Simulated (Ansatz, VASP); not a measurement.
# Two plane-wave programs on PbS

Contents of INCAR:

```
SYSTEM = PbS
PREC = Accurate ; ENCUT = 520
EDIFF = 1E-6 ; ISMEAR = -1
SIGMA = 0.05 ; LREAL = .False.
LASPH = .True. ; NELM = 80
ALGO = Normal ; ISIF = 2
LWAVE = .False. ; LCHARG = .True.
GGA = PE ; LELF = .True.
LVHAR = .True. ; NBANDS = 28
```

File KPOINTS:

```
Automatic mesh
0
Gamma
  7 7 6
  0 0 0
```

File POSCAR:

```
PbS
1.0
    2.0937276176     -6.0309754840      0.0000000000
    2.0937276176      6.0309754840      0.0000000000
    0.0000000000      0.0000000000      4.3076616397
Pb S
2 2
Direct
    0.1305633500      0.8694366500      0.2500000000
    0.8694366500      0.1305633500      0.7500000000
    0.3547970900      0.6452029100      0.2500000000
    0.6452029100      0.3547970900      0.7500000000
```

input.yaml

```yaml
crystal:
  lattice:
    - [2.0937276176, -6.030975484, 0.0]
    - [2.0937276176, 6.030975484, 0.0]
    - [0.0, 0.0, 4.3076616397]
  atoms:
    - { symbol: Pb, position: [0.13056335, 0.86943665, 0.25] }
    - { symbol: Pb, position: [0.86943665, 0.13056335, 0.75] }
    - { symbol: S, position: [0.35479709, 0.64520291, 0.25] }
    - { symbol: S, position: [0.64520291, 0.35479709, 0.75] }
hamiltonian:
  xc: pbe
  pseudopotentials: { kind: paw }
kpoints:
  mp_grid: { grid: [7, 7, 6] }
scf:
  occupations: { method: fermi_dirac, width: 0.05 }
output:
  forces: true
  stress: true
  eigenvalues: true
  write_density: true
  write_potential: true
  elf: true
  volumetric_format: npy
```

Alike in both runs: task single point; functional PBE; k mesh 7 × 7 × 6; occupations fermi-dirac, width 0.05 eV; no spin polarisation.

```csv
,VASP,Ansatz
version,VASP 6.6.1,Ansatz 0.2.0
potentials or method,"VASP PAW PBE potentials, release 64 (Pb_d, S)",Ansatz PAW
plane-wave cutoff (eV),520,420
valence electrons in the cell,40,40
```

VASP gave:

* gap on the k mesh at the Fermi level (eV): 1.29
* least direct gap on the mesh (eV): 1.43
* pressure (GPa): 0.0
* traceless stress, the component that is largest in VASP (GPa): 0.30
* rms of the force components (eV/Å): 0.023

**Question.** What did Ansatz give for the same quantities?

**Answer.** gap on the k mesh at the Fermi level (eV): 1.29; least direct gap on the mesh (eV): 1.43; pressure (GPa): 0.0; traceless stress, the component that is largest in VASP (GPa): 0.31; rms of the force components (eV/Å): 0.021.

Atom by atom the forces differ by 0.002 eV/Å (rms over components). With one functional, cell and mesh, what is left measures potentials, basis and numerics.

Spin-orbit coupling is off throughout. Noted on Ansatz's run: odd divisions of the mesh miss points on the zone boundary, where band edges often lie, so the gap on the mesh can be too wide.
